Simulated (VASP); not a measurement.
Set up this calculation in VASP 6.6.1, as the native input.

- Task: single point
- Functional: r2SCAN
- Potentials or basis: VASP PAW PBE potentials, release 64 (Pd)
- Cutoff: 520 eV
- k mesh: 15 × 15 × 8
- Occupations: fermi-dirac, width 0.05 eV
- Spin: collinear spin, ferromagnetic start
- Starting moments: [0.44, 0.44] μB
- Dipole correction: no
- Further INCAR settings: ALGO = Normal; EDIFF = 1e-06; NBANDS = 21

Crystal: Pd.

```
Pd
1.0
     2.78460    0.00000    0.00000
    -1.39230    2.41153    0.00000
     0.00000    0.00000    4.65902
Pd
2
Cartesian
  0.0000 1.6077 1.1648
  1.3923 0.8038 3.4943
```

This cell differs from its parent crystal: volume scaled by 1.04.

The input as run:

POSCAR

```
Pd
1.0
    2.7845956180      0.0000000000      0.0000000000
   -1.3922978090      2.4115305444      0.0000000000
    0.0000000000      0.0000000000      4.6590226241
Pd
2
Direct
    0.3333333333      0.6666666667      0.2500000000
    0.6666666667      0.3333333333      0.7500000000
```

INCAR.step1

```
SYSTEM = Pd
PREC     = Accurate       ! precision mode
ENCUT    = 520            ! plane-wave cutoff, eV
ISMEAR   = -1             ! smearing method
SIGMA    = 0.05           ! smearing width, eV
LREAL    = .FALSE.        ! projectors in reciprocal space
LASPH    = .TRUE.         ! aspherical terms in the spheres
NELM     = 150            ! most SCF steps
ISPIN    = 2              ! spin polarisation
MAGMOM   = 0.44 0.44      ! initial moments
LMAXMIX  = 4              ! l up to which the mixer works
NBANDS   = 21             ! bands
GGA      = PE             ! functional
ALGO     = Normal         ! electronic algorithm
EDIFF    = 1E-4           ! SCF threshold, eV
LWAVE    = .TRUE.         ! write WAVECAR
LCHARG   = .FALSE.        ! write CHGCAR
```

INCAR.step2

```
SYSTEM = Pd
PREC     = Accurate       ! precision mode
ENCUT    = 520            ! plane-wave cutoff, eV
EDIFF    = 1E-6           ! SCF threshold, eV
ISMEAR   = -1             ! smearing method
SIGMA    = 0.05           ! smearing width, eV
LREAL    = .FALSE.        ! projectors in reciprocal space
LASPH    = .TRUE.         ! aspherical terms in the spheres
NELM     = 150            ! most SCF steps
ALGO     = Normal         ! electronic algorithm
ISIF     = 2              ! what is computed and relaxed
LWAVE    = .FALSE.        ! write WAVECAR
LCHARG   = .TRUE.         ! write CHGCAR
ISPIN    = 2              ! spin polarisation
MAGMOM   = 0.44 0.44      ! initial moments
LORBIT   = 11             ! projections on sites
LMAXMIX  = 4              ! l up to which the mixer works
METAGGA  = R2SCAN         ! meta-GGA
LMIXTAU  = .TRUE.       
LELF     = .TRUE.         ! ELF
LVHAR    = .TRUE.       
NBANDS   = 21             ! bands
ISTART   = 1
```

KPOINTS

```
Automatic mesh
0
G
  15 15 8
  0 0 0
```

Potentials or basis: VASP PAW PBE potentials, release 64 (Pd).

The run is started by

```console
$ cat potpaw_PBE.64/Pd/POTCAR > POTCAR
$ cp INCAR.step1 INCAR
$ mpirun -np 1 vasp_std > vasp.out
$ cp INCAR.step2 INCAR
$ mpirun -np 1 vasp_std > vasp.out
```

It gave:

The pressure is -6.0 GPa, the net moment is 0.83 μB per cell and the site moments are Pd +0.42 μB. The valence electrons inside the program's atomic spheres are Pd 9.37.

Caveat: the PAW data sets were made with another functional, which shifts forces and pressure a little.

Wall time 8.9 min on 1 thread of Intel(R) Xeon(R) Platinum 8259CL CPU @ 2.50GHz (Skylake/Cascade Lake), with other jobs on the host, peak memory 0.26 GiB.
